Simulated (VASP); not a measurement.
Ta2AlC2N:

```
Ta Al C N
1.0
    -1.94234    1.94234    5.17904
     1.94234   -1.94234    5.17904
     1.94234    1.94234   -5.17904
Ta Al C N
2 1 2 1
Direct
  0.64575 0.64575 0.00000
  0.35425 0.35425 0.00000
  0.00000 0.00000 0.00000
  0.25000 0.75000 0.50000
  0.75000 0.25000 0.50000
  0.50000 0.50000 0.00000
```

The cell was built from a structure type or drawn by symmetry, and may not be a known phase.

* Program: VASP 6.6.1
* Task: relaxation of cell and atoms
* Functional: PBE
* Potentials or basis: VASP PAW PBE potentials, release 64 (Ta_pv, Al, C, N)
* Cutoff: 600 eV
* k mesh: 6 × 6 × 6
* Occupations: gaussian, width 0.1 eV
* Spin: no spin polarisation

At the start: pressure 68.1 GPa; volume 13.03 Å³/atom.

Task: How do energy, volume and symmetry change on relaxing?

Result: Over 20 steps the energy falls by 1002.3 meV/atom and the volume is 17.28 Å³/atom (+32.7 %); space group I4/mmm (No. 139, to 0.1 Å) before and after.

The path:
```tsv
step	energy change (eV)	largest force (eV/Å)	pressure (GPa)	volume (Å³)
1	0.0000	35.1296	68.12	78.16
2	-0.6404	3.8200	-25.66	144.94
3	-3.7946	1.3177	-16.18	133.70
4	-4.4188	0.6700	-9.69	128.57
5	-4.4694	1.9584	-4.94	125.39
6	-4.4309	2.3628	-3.35	124.40
7	-5.4209	1.1513	-6.39	116.95
8	-5.8512	0.5072	-6.77	109.63
9	-5.4580	0.4520	16.70	92.80
10	-5.9711	0.1833	-0.61	103.89
11	-5.9712	0.1737	-0.39	103.71
12	-5.9882	0.4684	0.41	104.18
13	-5.9893	0.3438	0.23	104.08
14	-5.9991	0.2335	-0.52	104.56
15	-6.0038	0.0584	-1.47	105.16
16	-6.0086	0.0661	-1.09	104.80
17	-6.0127	0.0770	-0.37	104.14
18	-6.0127	0.0782	-0.29	104.06
19	-6.0135	0.0496	-0.21	103.93
20	-6.0141	0.0022	-0.06	103.68
```

Final structure:
```
CELL_PARAMETERS angstrom
-1.94416 1.94416 6.85764
1.94416 -1.94416 6.85764
1.94416 1.94416 -6.85764
ATOMIC_POSITIONS crystal
Ta 0.79825 0.79825 0.00000
Ta 0.20175 0.20175 0.00000
Al 0.00000 0.00000 0.00000
C 0.25000 0.75000 0.50000
C 0.75000 0.25000 0.50000
N 0.50000 0.50000 0.00000
```

Caveat: the volume moved by over 15 % at a fixed basis, so the end points are rough.
